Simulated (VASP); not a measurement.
Wanted: the native input for a VASP 6.6.1 run.

```yaml
Task: electric field gradients
Functional: PBE
Potentials_or_basis: VASP PAW PBE potentials, release 64 (Ni)
Cutoff: 520 eV
k_mesh: 20 × 20 × 20
Occupations: fermi-dirac, width 0.05 eV
Spin: collinear spin, ferromagnetic start
Starting_moments: "[1.5] μB"
Dipole_correction: no
Further_INCAR_settings: ALGO = Normal; EDIFF = 1e-08; NBANDS = 15
```

The structure of Ni lies in POSCAR:

```
Ni
1.0
    0.0000000000      1.7679500000      1.7502705000
    1.7679500000      0.0000000000      1.7502705000
    1.7679500000      1.7679500000      0.0000000000
Ni
1
Direct
    0.0000000000      0.0000000000      0.0000000000
```

This cell differs from its parent crystal: zz strain of -1 %.

These files were run (other wordings do the same):

INCAR

```
PREC = Accurate ; ENCUT = 520
EDIFF = 1E-8 ; ISMEAR = -1
SIGMA = 0.05 ; LREAL = False
LASPH = True ; NELM = 150
ALGO = Normal ; ISIF = 2
LWAVE = False ; LCHARG = False
ISPIN = 2 ; MAGMOM = 1.5
LORBIT = 11 ; LMAXMIX = 4
GGA = PE ; LEFG = True
NBANDS = 15
```

KPOINTS

```
regular mesh
0
Gamma
  20 20 20
```

Potentials or basis: VASP PAW PBE potentials, release 64 (Ni).

Command:

```console
$ cat potpaw_PBE.64/Ni/POTCAR > POTCAR
$ mpirun -np 1 vasp_std > vasp.out
```

It gave:

```json
{"Pressure": "-0.9 GPa", "Net moment": "0.63 μB per cell", "Site moments": "Ni +0.64 μB", "Largest electric field gradient by atom": "Ni -0.8 V/Å²", "Valence electrons inside the program's atomic spheres": "Ni 9.30"}
```

Caveat: the cell differs from its parent crystal (zz strain of -1 %); without QUAD_EFG the Cq values of the log hold for a quadrupole moment of 1 mb, not for the nuclei.

It took 7.8 min on 1 thread of Intel Xeon 8259CL, on a shared host, peak memory 0.27 GiB.
